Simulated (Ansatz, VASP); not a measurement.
One calculation of TiAl, two programs

File INCAR:

```
ALGO = Fast
EDIFF = 1E-7
ENCUT = 520
GGA = PS
ISIF = 2
ISMEAR = 0
LASPH = T
LCHARG = T
LELF = T
LREAL = F
LVHAR = T
LWAVE = F
NBANDS = 14
NELM = 100
PREC = Accurate
SIGMA = 0.15
```

The input KPOINTS:

```
k-points
0
Gamma
  18 18 10
```

The input POSCAR:

```
TiAl
1.0
    2.8672622327      0.0000000000      0.0000000000
   -1.4336311163      2.4831219328      0.0000000000
    0.0000000000      0.0000000000      4.6780830000
Ti Al
1 1
Direct
    0.0000000000      0.0000000000      0.0106881387
    0.3333333333      0.6666666667      0.5000000000
```

Input for Ansatz:

```yaml
crystal:
  lattice:
    - [2.8672622327, 0.0, 0.0]
    - [-1.4336311163, 2.4831219328, 0.0]
    - [0.0, 0.0, 4.678083]
  atoms:
    - { symbol: Ti, position: [0.0, 0.0, 0.0106881387] }
    - { symbol: Al, position: [0.3333333333, 0.6666666667, 0.5] }
basis:
  ecutwfc: 420
kpoints:
  mp_grid: { grid: [18, 18, 10] }
hamiltonian:
  xc: pbesol
scf:
  occupations: { method: gaussian, width: 0.15 }
output:
  forces: true
  stress: true
  eigenvalues: true
  write_density: true
  write_potential: true
  elf: true
  volumetric_format: npy
```

Change from the starting cell: all Ti atoms moved +0.050 Å, as atom 1 along Cartesian [0 0 1].

Alike in both runs: task single point; functional PBEsol; k mesh 18 × 18 × 10; occupations gaussian, width 0.15 eV; no spin polarisation.

|  | VASP | Ansatz |
| --- | --- | --- |
| version | VASP 6.6.1 | Ansatz 0.2.0 |
| potentials or method | VASP PAW PBE potentials, release 64 (Ti_sv, Al), cutoff 520 eV | scalar-relativistic, plane waves, PAW |
| valence electrons in the cell | 15 | 15 |

```csv
,VASP,Ansatz,Ansatz less VASP
gap on the k mesh at the Fermi level (eV),none,none,-
pressure (GPa),-2.7,-2.7,+0.01
"traceless stress, the component that is largest in VASP (GPa)",-0.79,-0.85,-0.066
rms of the force components (eV/Å),0.193,0.193,-0.0007
```

VASP's potentials were made for PBE, not for PBEsol. Atom by atom the forces differ by 0.001 eV/Å (rms over components). A gap of «none» marks a metal or a gap that the smearing closes.
